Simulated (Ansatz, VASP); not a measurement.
# Li in VASP and in Ansatz

File INCAR:

```
PREC = Accurate ; ENCUT = 520
EDIFF = 1E-7 ; ISMEAR = 0
SIGMA = 0.15 ; LREAL = F
LASPH = T ; NELM = 60
ALGO = Fast ; ISIF = 2
LWAVE = F ; LCHARG = F
GGA = PE ; IVDW = 12
NBANDS = 10
```

File KPOINTS:

```
Automatic mesh
0
Gamma
  16 16 12
```

POSCAR

```
Li
1.0
    0.0000000000     -2.0712727313     -2.0712727313
    0.0000000000      2.0712727313     -2.0712727313
    4.1425454626      0.0000000000      0.0000000000
Li
2
Direct
    0.5813939166      0.4186060834      0.5000000000
   -0.0813939166      0.0813939166      0.0000000000
```

Input for Ansatz:

```yaml
crystal:
  lattice:
    - [0.0, -2.0712727313, -2.0712727313]
    - [0.0, 2.0712727313, -2.0712727313]
    - [4.1425454626, 0.0, 0.0]
  atoms:
    - { symbol: Li, position: [0.5813939166, 0.4186060834, 0.5] }
    - { symbol: Li, position: [-0.0813939166, 0.0813939166, 0.0] }
basis:
  ecutwfc: 520.0
kpoints:
  mp_grid: { grid: [16, 16, 12] }
hamiltonian:
  xc: pbe
  dispersion: d3bj
scf:
  occupations: { method: gaussian, width: 0.15 }
output:
  forces: true
  stress: true
  eigenvalues: true
```

Change from the starting cell: mode 4 frozen in at -0.340 Å, equal normal strain along x, y and z -0.0083.

Alike in both runs: task single point; functional PBE; dispersion D3(BJ); k mesh 16 × 16 × 12; occupations gaussian, width 0.15 eV; no spin polarisation.

```csv
,VASP,Ansatz
version,VASP 6.6.1,Ansatz 0.2.0
potentials or method,"VASP PAW PBE potentials, release 64 (Li_sv), cutoff 520 eV","scalar-relativistic, plane waves, PAW"
valence electrons in the cell,6,6
```

|  | VASP | Ansatz | Ansatz less VASP |
| --- | --- | --- | --- |
| gap on the k mesh at the Fermi level (eV) | none | none | - |
| rms of the force components (eV/Å) | 0.306 | 0.306 | +0.0001 |

Atom by atom the forces differ by 0.000 eV/Å (rms over components). A gap of «none» marks a metal or a gap that the smearing closes.

Noted on VASP's run: the cutoff is under 1.25 times that of the potentials, so the pressure is a little rough.
